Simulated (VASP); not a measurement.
# Ge2Sb2S (P-3m1) in VASP: further runs, part 2 of 2

VASP 6.6.1.

## 4. Single point, PBE

Input file INCAR:

```
PREC     = Accurate       # precision mode
ENCUT    = 520            # plane-wave cutoff, eV
EDIFF    = 1E-6           # SCF threshold, eV
ISMEAR   = 0              # smearing method
SIGMA    = 0.1            # smearing width, eV
LREAL    = F              # projectors in reciprocal space
LASPH    = T              # aspherical terms in the spheres
NELM     = 100            # most SCF steps
ALGO     = Normal         # electronic algorithm
ISIF     = 2              # what is computed and relaxed
LWAVE    = F              # write WAVECAR
LCHARG   = F              # write CHGCAR
GGA      = PE             # functional
NBANDS   = 30             # bands
```

Input file KPOINTS:

```
regular mesh
0
Gamma
  12 12 4
```

Input file POSCAR:

```
Ge2Sb2S
1.0
    3.9505908328      0.0000000000      0.0000000000
   -1.9752954164      3.4213120212      0.0000000000
    0.0000000000      0.0000000000      8.7682043665
Ge Sb S
2 2 1
Direct
    0.3333333333      0.6666666667      0.1783536655
    0.6666666667      0.3333333333      0.8216463345
    0.3333333333      0.6666666667      0.6195829793
    0.6666666667      0.3333333333      0.3804170207
    0.0000000000      0.0000000000      0.0000000000
```

Command:

```sh
$ cat potpaw_PBE.64/Ge_d/POTCAR potpaw_PBE.64/Sb/POTCAR potpaw_PBE.64/S/POTCAR > POTCAR
$ mpirun -np 1 vasp_std > vasp.out
```

Run time: 4.9 min. Hardware: 1 thread of Intel Xeon Platinum 8259CL at 2.50GHz (Skylake/Cascade Lake), shared host; peak memory 0.39 GiB.

Results (log left out):

```yaml
Free_energy: -20.7402 eV
Pressure: 0.0 GPa
Largest_force: 0.003 eV/Å
Band_gap_on_the_k_mesh: zero (bands 22 and 23 overlap by 1.88 eV)
```

Forces on the atoms (eV/Å):
```
Ge   0.000  0.000  0.003
Ge   0.000  0.000 -0.003
Sb   0.000  0.000  0.001
Sb   0.000  0.000 -0.001
S    0.000  0.000  0.000
```

Levels at points of the mesh, in eV from the Fermi level:
```
           k point  band 18  band 19  band 20  band 21  band 22  band 23  band 24  band 25  band 26  band 27
(0.00, 0.00, 0.00)    -1.05    -0.90    -0.35    -0.35     1.17     1.17     1.97     1.97     2.16     2.27
(0.50, 0.00, 0.00)    -3.35    -2.93    -2.13    -1.53    -1.29    -0.66     1.26     1.50     3.08     3.89
(0.00, 0.00, 0.50)    -2.25    -0.15    -0.15     0.41     0.56     0.56     0.63     2.54     2.54     3.51
(0.50, 0.00, 0.50)    -4.11    -3.64    -2.09    -1.20    -0.66     0.49     0.60     2.03     2.56     3.38
```

Caveat: spin-orbit coupling is left out, which moves the levels of the heavy elements.

## 5. Relaxation of cell and atoms, PBE

This run uses another cell than the first one, of 28.25 Å³/atom.

Input file INCAR:

```
PREC = Accurate ; ENCUT = 600
EDIFF = 1E-7 ; ISMEAR = 0
SIGMA = 0.1 ; LREAL = F
LASPH = T ; NELM = 100
ALGO = Normal ; ISIF = 3
LWAVE = F ; LCHARG = F
GGA = PE ; IBRION = 2
NSW = 90 ; EDIFFG = -0.04
```

Input file KPOINTS:

```
Automatic mesh
0
Gamma
  6 6 2
```

Input file POSCAR:

```
Ge2Sb2S
1.0
    4.5613426700      0.0000000000      0.0000000000
   -2.2806713300      3.9502386300      0.0000000000
    0.0000000000      0.0000000000      7.8391181300
Ge Sb S
2 2 1
Direct
    0.3333333300      0.6666666700      0.2621699900
    0.6666666700      0.3333333300      0.7378300100
    0.3333333300      0.6666666700      0.6293000000
    0.6666666700      0.3333333300      0.3707000000
    0.0000000000      0.0000000000      0.0000000000
```

Command:

```sh
$ cat potpaw_PBE.64/Ge_d/POTCAR potpaw_PBE.64/Sb/POTCAR potpaw_PBE.64/S/POTCAR > POTCAR
$ mpirun -np 1 vasp_std > vasp.out
```

Wall time 20 min (1 thread of Intel Xeon Platinum 8259CL at 2.50GHz (Skylake/Cascade Lake), shared host); peak memory 0.33 GiB.

Results (log left out):

| Property | Result |
| --- | --- |
| Free energy | -20.8079 eV |
| Relaxed volume | 23.69 Å³/atom |
| Relaxed cell | a = 3.932 Å, b = 3.932 Å, c = 8.845 Å, α = 90.00°, β = 90.00°, γ = 120.00° |
| Space group after relaxing (to 0.1 Å) | P-3m1 (No. 164) |
| Energy gained by relaxing | 349.0 meV/atom |
| Ionic steps | 20 |
| Pressure after relaxing | 0.1 GPa |
| Largest force after relaxing | 0.036 eV/Å |
| Band gap on the k mesh | zero (bands 22 and 23 overlap by 1.85 eV) |

Forces on the atoms (eV/Å):
```
Ge   0.000  0.000 -0.036
Ge   0.000  0.000  0.036
Sb   0.000  0.000 -0.003
Sb   0.000  0.000  0.003
S    0.000  0.000  0.000
```

The path:
```
step  energy change (eV)  largest force (eV/Å)  pressure (GPa)  volume (Å³)
   1              0.0000                1.5158           -0.14       141.25
   2             -0.2432                1.3030           -1.08       140.75
   3             -0.7334                0.8709           -2.98       139.23
   4             -0.7640                0.5859           -3.81       136.08
   5             -0.9061                0.6321           -3.91       137.50
   6             -1.0747                0.8454           -1.41       128.18
   7             -1.0901                0.9349           -0.31       124.98
   8             -1.1607                0.8828           -0.34       124.23
   9             -1.3597                0.8419           -0.27       121.95
  10             -1.6190                0.2809            1.37       117.23
  11             -1.6134                0.6722            3.04       115.00
  12             -1.6333                0.2976            1.97       116.38
  13             -1.7046                0.3038            0.68       118.45
  14             -1.7166                0.3986            0.10       119.52
  15             -1.7169                0.4183           -0.02       119.75
  16             -1.7323                0.2657           -0.15       119.60
  17             -1.7439                0.0401           -0.32       119.31
  18             -1.7440                0.0415           -0.34       119.28
  19             -1.7441                0.0422           -0.33       119.27
  20             -1.7449                0.0363            0.06       118.45
```

Final structure:
```
Ge Sb S
1.0
     3.93239    0.00000    0.00000
    -1.96620    3.40555    0.00000
     0.00000    0.00000    8.84480
Ge Sb S
2 2 1
Direct
  0.33333 0.66667 0.17936
  0.66667 0.33333 0.82064
  0.33333 0.66667 0.61743
  0.66667 0.33333 0.38257
  0.00000 0.00000 0.00000
```

Levels at points of the mesh, in eV from the Fermi level:
```csv
k point,band 20,band 21,band 22,band 23,band 24,band 25
"(0.00, 0.00, 0.00)",-0.24,-0.24,1.31,1.31,2.07,2.07
"(0.50, 0.00, 0.00)",-2.17,-1.50,-1.29,-0.55,1.30,1.53
"(0.00, 0.00, 0.50)",-0.06,0.52,0.71,0.71,0.73,2.64
"(0.50, 0.00, 0.50)",-2.02,-1.19,-0.60,0.57,0.60,2.04
```

Caveat: the k points lie up to 0.36 Å⁻¹ apart in the final cell, too coarse for converged energies and pressures of a metal; the volume moved by over 15 % at a fixed basis, so the end points are rough; spin-orbit coupling is left out, which moves the levels of the heavy elements.

## 6. Relaxation of cell and atoms, PBE

Input file INCAR:

```
SYSTEM = Ge2Sb2S
ALGO = Normal
EDIFF = 1E-7
EDIFFG = -0.01
ENCUT = 600
GGA = PE
IBRION = 2
ISIF = 3
ISMEAR = 0
LASPH = .True.
LCHARG = .False.
LREAL = .False.
LWAVE = .False.
NELM = 60
NSW = 100
PREC = Accurate
SIGMA = 0.1
```

Input file KPOINTS:

```
k-points
0
Gamma
  12 12 4
  0 0 0
```

Input file POSCAR:

```
Ge2Sb2S
1.0
    3.9360565055      0.0000000000      0.0000000000
   -1.9680282527      3.4087249245      0.0000000000
    0.0000000000      0.0000000000      8.8234506533
Ge Sb S
2 2 1
Direct
    0.3333333333      0.6666666667      0.1788940431
    0.6666666667      0.3333333333      0.8211059569
    0.3333333333      0.6666666667      0.6175210594
    0.6666666667      0.3333333333      0.3824789406
    0.0000000000      0.0000000000      0.0000000000
```

Potentials or basis: VASP PAW PBE potentials, release 64 (Ge_d, Sb, S).

Command:

```sh
$ cat potpaw_PBE.64/Ge_d/POTCAR potpaw_PBE.64/Sb/POTCAR potpaw_PBE.64/S/POTCAR > POTCAR
$ mpirun -np 1 vasp_std > vasp.out
```

Wall time 17 min (1 thread of Intel Xeon Platinum 8259CL at 2.50GHz (Skylake/Cascade Lake), shared host); peak memory 0.44 GiB.

The run converged. Its results:

```yaml
Free_energy: -20.7405 eV
Relaxed_volume: 23.71 Å³/atom
Relaxed_cell: a = 3.951 Å, b = 3.951 Å, c = 8.767 Å, α = 90.00°, β = 90.00°, γ = 120.00°
Space_group_after_relaxing_to_0.1_Å: P-3m1 (No. 164)
Energy_gained_by_relaxing: 0.5 meV/atom
Ionic_steps: 6
Pressure_after_relaxing: 0.0 GPa
Largest_force_after_relaxing: 0.010 eV/Å
Band_gap_on_the_k_mesh: zero (bands 22 and 23 overlap by 1.88 eV)
```

Forces in eV/Å, atoms in the order of the input:
```
Ge   0.000  0.000  0.010
Ge   0.000  0.000 -0.010
Sb   0.000  0.000  0.008
Sb   0.000  0.000 -0.008
S    0.000  0.000  0.000
```

The path:
```tsv
step	energy change (eV)	largest force (eV/Å)	pressure (GPa)	volume (Å³)
1	0.0000	0.0825	0.12	118.38
2	-0.0010	0.0577	-0.04	118.69
3	-0.0012	0.0103	-0.36	119.31
4	-0.0014	0.0286	-0.25	119.07
5	-0.0020	0.0196	-0.15	118.85
6	-0.0023	0.0097	-0.02	118.55
```

Final structure:
```yaml
crystal:
  lattice:
    - [3.95147, 0.00000, 0.00000]
    - [-1.97574, 3.42208, 0.00000]
    - [0.00000, 0.00000, 8.76703]
  atoms:
    - { symbol: Ge, position: [0.33333, 0.66667, 0.17822] }
    - { symbol: Ge, position: [0.66667, 0.33333, 0.82178] }
    - { symbol: Sb, position: [0.33333, 0.66667, 0.61944] }
    - { symbol: Sb, position: [0.66667, 0.33333, 0.38056] }
    - { symbol: S, position: [0.00000, 0.00000, 0.00000] }
```

Levels at points of the mesh, in eV from the Fermi level:
```
           k point  band 18  band 19  band 20  band 21  band 22  band 23  band 24  band 25  band 26
(0.00, 0.00, 0.00)    -1.06    -0.90    -0.36    -0.36     1.18     1.18     1.96     1.96     2.15
(0.50, 0.00, 0.00)    -3.36    -2.93    -2.13    -1.53    -1.29    -0.66     1.26     1.50     3.07
(0.00, 0.00, 0.50)    -2.25    -0.16    -0.16     0.40     0.56     0.56     0.62     2.54     2.54
(0.50, 0.00, 0.50)    -4.11    -3.64    -2.09    -1.21    -0.66     0.49     0.59     2.02     2.55
```

Caveat: spin-orbit coupling is left out, which moves the levels of the heavy elements.

## 7. Summary

| task | cell | k mesh | cutoff (eV) | gap on the mesh (eV) | pressure (GPa) | relaxed volume (Å³/atom) | largest force (eV/Å) |
| --- | --- | --- | --- | --- | --- | --- | --- |
| single point | a = 3.936, b = 3.936, c = 8.823 Å, angles 90.0, 90.0, 120.0°, 5 atoms, atomic positions A | 6 × 6 × 2 | 520 | none | 0.1 | - | 0.01 |
| single point | a = 4.561, b = 4.561, c = 7.839 Å, angles 90.0, 90.0, 120.0°, 5 atoms, atomic positions B | 6 × 6 × 2 | 520 | none | -0.2 | - | 1.52 |
| single point | a = 3.951, b = 3.951, c = 8.768 Å, angles 90.0, 90.0, 120.0°, 5 atoms, atomic positions C | 12 × 12 × 4 | 520 | none | 0.0 | - | - |
| relaxation of cell and atoms | relaxed from a = 4.561, b = 4.561, c = 7.839 Å, angles 90.0, 90.0, 120.0°, 5 atoms, atomic positions B | 6 × 6 × 2 | 600 | none | 0.1 | 23.69 | 0.04 |
| relaxation of cell and atoms | relaxed from a = 3.936, b = 3.936, c = 8.823 Å, angles 90.0, 90.0, 120.0°, 5 atoms, atomic positions A | 12 × 12 × 4 | 600 | none | 0.0 | 23.71 | 0.01 |

Alike in all rows: level PBE; potentials or basis VASP PAW PBE potentials, release 64 (Ge_d, Sb, S); no spin polarisation; smearing gaussian 0.1 eV.

Caveats: some runs use coarse meshes; spin-orbit coupling is left out, which moves the levels of the heavy elements; forces of over 1 eV/Å act on the atoms, so gaps and moduli don't describe the material at rest (at least some runs); the volume moved by over 15 % at a fixed basis, so the end points are rough (at least some runs).

Total energies depend on the potentials used, so only differences within one code and one set of settings carry meaning.
